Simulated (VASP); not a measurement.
Here is a VASP 6.6.1 calculation.

INCAR

```
SYSTEM = SbSe5
  PREC = Accurate
  ENCUT = 500
  EDIFF = 1E-6
  ISMEAR = 0
  SIGMA = 0.1
  LREAL = .False.
  LASPH = .True.
  NELM = 120
  ALGO = Normal
  ISIF = 2
  LWAVE = .False.
  LCHARG = .False.
  GGA = PE
  NBANDS = 26
  GGA_COMPAT = .False.
```

File KPOINTS:

```
Automatic mesh
0
Gamma
  3 3 3
  0 0 0
```

The input POSCAR:

```
SbSe5
1.0
    3.7006915544      2.1365952651      3.6769687147
   -3.7006915544      2.1365952651      3.6769687147
    0.0000000000     -4.2731905303      3.6769687147
Sb Se
1 5
Direct
    0.5000000000      0.5000000000      0.5000000000
    0.5000000000      0.5000000000      0.0000000000
    0.0000000000      0.5000000000      0.5000000000
    0.5000000000      0.0000000000      0.5000000000
    0.1949701059      0.1949701059      0.1949701059
    0.8050298941      0.8050298941      0.8050298941
```

Potentials or basis: VASP PAW PBE potentials, release 64 (Sb, Se).

Launch:

```bash
$ cat potpaw_PBE.64/Sb/POTCAR potpaw_PBE.64/Se/POTCAR > POTCAR
$ mpirun -np 1 vasp_std > vasp.out
```

**Question.** Predict the pressure.

**Answer.** 0.3 GPa.

**Question.** Estimate the band gap on the k mesh.

**Answer.** Zero (an odd number of electrons rules out a gap without spin polarisation).

**Question.** Estimate the largest force.

**Answer.** 0.029 eV/Å.

Stress tensor (GPa, compression positive):
```
 0.47  0.00  0.00
 0.00  0.47  0.00
 0.00  0.00 -0.15
```

Caveat: the k points lie up to 0.38 Å⁻¹ apart, too coarse for converged energies and pressures of a metal; spin-orbit coupling is left out, which moves the levels of the heavy elements.
